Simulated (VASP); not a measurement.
A run of VASP 6.6.1 is set up as follows.

The input INCAR:

```
PREC     = Accurate       # precision mode
ENCUT    = 520            # plane-wave cutoff, eV
EDIFF    = 1E-6           # SCF threshold, eV
ISMEAR   = -1             # smearing method
SIGMA    = 0.1            # smearing width, eV
LREAL    = F              # projectors in reciprocal space
LASPH    = T              # aspherical terms in the spheres
NELM     = 100            # most SCF steps
ALGO     = Normal         # electronic algorithm
ISIF     = 2              # what is computed and relaxed
LWAVE    = F              # write WAVECAR
LCHARG   = F              # write CHGCAR
NBANDS   = 10             # bands
```

KPOINTS

```
Automatic mesh
0
Gamma
  15 15 15
```

The input POSCAR:

```
K
1.0
   -2.5574097707      2.5574097707      2.5574097707
    2.5574097707     -2.5574097707      2.5574097707
    2.5574097707      2.5574097707     -2.5574097707
K
1
Direct
    0.0000000000      0.0000000000      0.0000000000
```

Potentials or basis: VASP PAW LDA potentials, release 64 (K_sv).

The run is started by

```console
$ cat potpaw_LDA.64/K_sv/POTCAR > POTCAR
$ mpirun -np 1 vasp_std > vasp.out
```

Estimate the pressure.

-0.2 GPa.
